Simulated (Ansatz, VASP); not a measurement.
**One calculation of Al, two programs**

```xyz
2
Lattice="0.0000 2.2000 4.9491 1.6432 0.0000 4.9491 1.6432 2.2000 0.0000" Properties=species:S:1:pos:R:3 pbc="T T T"
Al    1.6432    2.2000    8.5468
Al    1.6432    2.2000    1.3515
```

Alike in both runs: task relaxation of cell and atoms; functional PBEsol; k mesh 22 × 22 × 22; occupations gaussian, width 0.1 eV; no spin polarisation.

|  | VASP | Ansatz |
| --- | --- | --- |
| version | VASP 6.6.1 | Ansatz 0.2.0 |
| potentials or method | VASP PAW PBE potentials, release 64 (Al), cutoff 500 eV | scalar-relativistic, plane waves, PAW |
| valence electrons in the cell | 6 | 6 |

Ansatz gave:

* gap on the k mesh at the Fermi level, each at its own relaxed structure (eV): none
* relaxed volume (Å³/atom): 17.54
* relaxed length of the cell vector where the two differ most in proportion (Å): 5.704

Which values does VASP return?

gap on the k mesh at the Fermi level, each at its own relaxed structure (eV): none; relaxed volume (Å³/atom): 17.55; relaxed length of the cell vector where the two differ most in proportion (Å): 5.703.

VASP's potentials were made for PBE, not for PBEsol. A gap of «none» marks a metal or a gap that the smearing closes.
